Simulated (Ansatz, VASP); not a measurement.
SnO2: VASP beside Ansatz

```
Sn O
1.0
     3.20536    1.85061    4.08687
    -3.20536    1.85061    4.08687
     0.00000   -3.70123    4.08687
Sn O
4 8
Cartesian
  0.0000 0.0000 10.5997
  0.0000 -1.8506 6.5170
  -1.6027 0.9253 6.5170
  1.6027 0.9253 6.5170
  -1.6017 -0.9247 5.5545
  1.6017 -0.9247 5.5545
  0.0000 1.8495 5.5545
  0.0000 0.0000 7.4782
  0.0000 0.0000 1.4694
  0.0000 -1.8518 3.3896
  -1.6037 0.9259 3.3896
  1.6037 0.9259 3.3896
```

Alike in both runs: functional LDA; k mesh 6 × 6 × 6; occupations gaussian, width 0.1 eV; no spin polarisation.

Ansatz relaxed the structure, and its values are those at the end. VASP's run is a single point on that final structure, the one shown.

|  | VASP | Ansatz |
| --- | --- | --- |
| version | VASP 6.6.1 | Ansatz 0.2.0 |
| potentials or method | VASP PAW LDA potentials, release 64 (Sn_d, O), cutoff 600 eV | scalar-relativistic, plane waves, PAW |
| valence electrons in the cell | 104 | 104 |

VASP gave:

```
gap on the k mesh at the Fermi level (eV) : 1.59
least direct gap on the mesh (eV)         : 1.59
pressure (GPa)                            : 1.1
rms of the force components (eV/Å)        : 0.042
```

Task: Estimate Ansatz's values.

Result: gap on the k mesh at the Fermi level (eV): 1.59; least direct gap on the mesh (eV): 1.59; pressure (GPa): 0.0; rms of the force components (eV/Å): 0.002.

Ansatz warns that its potentials were made for another functional, while VASP's fit it. LDA's correlation is that of Perdew and Zunger in VASP and of Perdew and Wang (1992) in Ansatz.
